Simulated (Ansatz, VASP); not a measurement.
# Two plane-wave programs on Hf

INCAR

```
PREC = Accurate ; ENCUT = 520
EDIFF = 1E-7 ; ISMEAR = -1
SIGMA = 0.1 ; LREAL = F
LASPH = T ; NELM = 80
ALGO = Normal ; ISIF = 2
LWAVE = F ; LCHARG = F
LDIPOL = T ; IDIPOL = 3
DIPOL = 0.5 0.5 0.500 ; GGA = PE
NBANDS = 28
```

File KPOINTS:

```
Automatic mesh
0
Gamma
  12 12 1
```

POSCAR

```
Hf
1.0
    3.2032284304      0.0000000000      0.0000000000
   -1.6016142152      2.7740771949      0.0000000000
    0.0000000000      0.0000000000     23.6094000000
Hf
4
Direct
    0.8333333333      0.1666666667      0.3433035026
    0.1666666667      0.8333333333      0.4435418714
    0.8333333333      0.1666666667      0.5564581331
    0.1666666667      0.8333333333      0.6566964929
```

Input for Ansatz:

```yaml
crystal:
  lattice:
    - [3.2032284304, 0.0, 0.0]
    - [-1.6016142152, 2.7740771949, 0.0]
    - [0.0, 0.0, 23.6094]
  atoms:
    - { symbol: Hf, position: [0.8333333333, 0.1666666667, 0.3433035026] }
    - { symbol: Hf, position: [0.1666666667, 0.8333333333, 0.4435418714] }
    - { symbol: Hf, position: [0.8333333333, 0.1666666667, 0.5564581331] }
    - { symbol: Hf, position: [0.1666666667, 0.8333333333, 0.6566964929] }
  periodic: [true, true, false]
kpoints:
  mp_grid: { grid: [12, 12, 1] }
scf:
  occupations: { method: fermi_dirac, width: 0.1 }
hamiltonian:
  xc: pbe
  pseudopotentials: { kind: paw }
output:
  forces: true
  stress: true
  eigenvalues: true
```

Alike in both runs: task single point; functional PBE; k mesh 12 × 12 × 1; occupations fermi-dirac, width 0.1 eV; no spin polarisation.

|  | VASP | Ansatz |
| --- | --- | --- |
| version | VASP 6.6.1 | Ansatz 0.2.0 |
| potentials or method | VASP PAW PBE potentials, release 64 (Hf_pv) | PAW with Ansatz's default frozen-core files, scalar-relativistic |
| plane-wave cutoff (eV) | 520 | 420 |
| valence electrons in the cell | 40 | 104 |

```tsv
	VASP	Ansatz	Ansatz less VASP
rms of the force components (eV/Å)	0.023	0.001	-0.0227
```

Atom by atom the forces differ by 0.024 eV/Å (rms over components). VASP's potentials hold 40 valence electrons a cell and Ansatz's 104, so a difference there can come from the potentials and not from the codes. Ansatz's warnings: slab cell height set.

Neither program's run includes spin-orbit coupling.
